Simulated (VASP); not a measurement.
Runs of VASP 6.6.1 on MgO. The structure is that of space group Fm-3m (No. 225), or close to it. The cells are those of the table. 

| task | cell | k mesh | cutoff (eV) | smearing | mended | gap on the mesh (eV) | pressure (GPa) | relaxed volume (Å³/atom) |
| --- | --- | --- | --- | --- | --- | --- | --- | --- |
| single point | a = 2.975 Å, angles 60.0°, 2 atoms | 10 × 10 × 10 | 750 | gaussian 0.02 eV | yes | 5.68 | -0.4 | - |
| single point | a = 2.975 Å, angles 60.0°, 2 atoms | 10 × 10 × 10 | 660 | gaussian 0.02 eV | - | 5.69 | (a) | - |
| relaxation of cell and atoms | relaxed from a = 3.004 Å, angles 60.0°, 2 atoms | 10 × 10 × 10 | 660 | gaussian 0.02 eV | - | (b) | 0.0 | 9.28 |
| relaxation of cell and atoms | relaxed from a = 3.004 Å, angles 60.0°, 2 atoms | 10 × 10 × 10 | 750 | gaussian 0.02 eV | yes | 5.70 | 0.0 | 9.29 |
| single point | a = 3.004 Å, angles 60.0°, 2 atoms | 8 × 8 × 8 | 750 | gaussian 0.1 eV | yes | 5.39 | -4.9 | - |

Alike in all rows: level r2SCAN; potentials or basis VASP PAW PBE potentials, release 64 (Mg_sv, O); no spin polarisation.

Task: Fill in the values left out.

Result: (a) -0.5; (b) 5.72.

Caveats: the PAW data sets were made with another functional, which shifts forces and pressure a little; the cell stands under tension (at least some runs).

